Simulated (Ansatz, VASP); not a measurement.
**Nb: VASP beside Ansatz**

Contents of INCAR:

```
PREC = Accurate ; ENCUT = 520
EDIFF = 1E-6 ; ISMEAR = 0
SIGMA = 0.15 ; LREAL = False
LASPH = True ; NELM = 80
ALGO = Fast ; ISIF = 2
LWAVE = False ; LCHARG = False
GGA = PE ; NBANDS = 12
```

File KPOINTS:

```
Automatic mesh
0
Gamma
  20 20 20
```

The input POSCAR:

```
Nb
1.0
   -1.6639500000      1.6140315000      1.6639500000
    1.6639500000     -1.6140315000      1.6639500000
    1.6639500000      1.6140315000     -1.6639500000
Nb
1
Direct
    0.0000000000      0.0000000000      0.0000000000
```

Input for Ansatz:

```yaml
crystal:
  lattice:
    - [-1.66395, 1.6140315, 1.66395]
    - [1.66395, -1.6140315, 1.66395]
    - [1.66395, 1.6140315, -1.66395]
  atoms:
    - { symbol: Nb, position: [0.0, 0.0, 0.0] }
basis:
  ecutwfc: 420
kpoints:
  mp_grid: { grid: [20, 20, 20] }
hamiltonian:
  xc: pbe
scf:
  occupations: { method: gaussian, width: 0.15 }
output:
  forces: true
  stress: true
  eigenvalues: true
```

Change from the starting cell: strain -0.0300 x Voigt [0, 1, 0, 0, 0, 0], atoms carried along.

Alike in both runs: task single point; functional PBE; k mesh 20 × 20 × 20; occupations gaussian, width 0.15 eV; no spin polarisation.

|  | VASP | Ansatz |
| --- | --- | --- |
| version | VASP 6.6.1 | Ansatz 0.2.0 |
| potentials or method | VASP PAW PBE potentials, release 64 (Nb_sv), cutoff 520 eV | scalar-relativistic, plane waves, PAW |
| valence electrons in the cell | 13 | 13 |

|  | VASP | Ansatz | Ansatz less VASP |
| --- | --- | --- | --- |
| gap on the k mesh at the Fermi level (eV) | none | none | - |
| pressure (GPa) | 2.2 | 2.5 | +0.38 |
| traceless stress, the component that is largest in VASP (GPa) | 2.16 | 2.17 | +0.005 |

A gap of «none» marks a metal or a gap that the smearing closes.
